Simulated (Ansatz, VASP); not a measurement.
# Fe: VASP beside Ansatz

File INCAR:

```
ALGO = Normal
EDIFF = 1E-8
ENCUT = 520
GGA = PE
ISIF = 2
ISMEAR = 0
ISPIN = 2
LASPH = T
LCHARG = F
LEFG = T
LMAXMIX = 4
LORBIT = 11
LREAL = F
LWAVE = F
MAGMOM = 2.43
NBANDS = 14
NELM = 150
PREC = Accurate
SIGMA = 0.05
```

File KPOINTS:

```
k-points
0
Gamma
  22 22 22
```

POSCAR

```
Fe
1.0
   -1.4155932657      1.4155932657      1.4155932657
    1.4155932657     -1.4155932657      1.4155932657
    1.4155932657      1.4155932657     -1.4155932657
Fe
1
Direct
    0.0000000000      0.0000000000      0.0000000000
```

Input for Ansatz:

```yaml
crystal:
  lattice:
    - [-1.4155932657, 1.4155932657, 1.4155932657]
    - [1.4155932657, -1.4155932657, 1.4155932657]
    - [1.4155932657, 1.4155932657, -1.4155932657]
  atoms:
    - { symbol: Fe, position: [0.0, 0.0, 0.0], spin: 2.43 }
basis:
  ecutwfc: 420
  ecutrho_ratio: 4
kpoints:
  mp_grid: { grid: [22, 22, 22] }
hamiltonian:
  xc: pbe
scf:
  occupations: { method: gaussian, width: 0.05 }
  lower_state_search: "off"
output:
  forces: true
  stress: true
  eigenvalues: true
  populations: true
  efg: { contact_densities: true, quadrupole_moments_barn: { Fe: 0.16 } }
magnetization:
  spin_polarized: true
checkpoint:
  read: start.run
  write: ck
  compress: false
  write_wavefunctions: false
  write_every: 100000
```

Alike in both runs: task electric field gradients; functional PBE; k mesh 22 × 22 × 22; occupations gaussian, width 0.05 eV; collinear spin.

|  | VASP | Ansatz |
| --- | --- | --- |
| version | VASP 6.6.1 | Ansatz 0.2.0 |
| potentials or method | VASP PAW PBE potentials, release 64 (Fe), cutoff 520 eV | scalar-relativistic, plane waves, PAW |
| valence electrons in the cell | 8 | 16 |

```tsv
	VASP	Ansatz	Ansatz less VASP
gap on the k mesh at the Fermi level (eV)	none	none	-
pressure (GPa)	-0.3	-0.1	+0.16
net moment per atom (μB)	2.18	2.16	-0.018
size of the moment on the site where the two differ most (μB)	2.17	2.20	+0.032
```

Site moments also hang on the region over which each program counts them. A gap of «none» marks a metal or a gap that the smearing closes. VASP's potentials hold 8 valence electrons a cell and Ansatz's 16, so a difference there can come from the potentials and not from the codes. Ansatz's warnings: stability check not made.
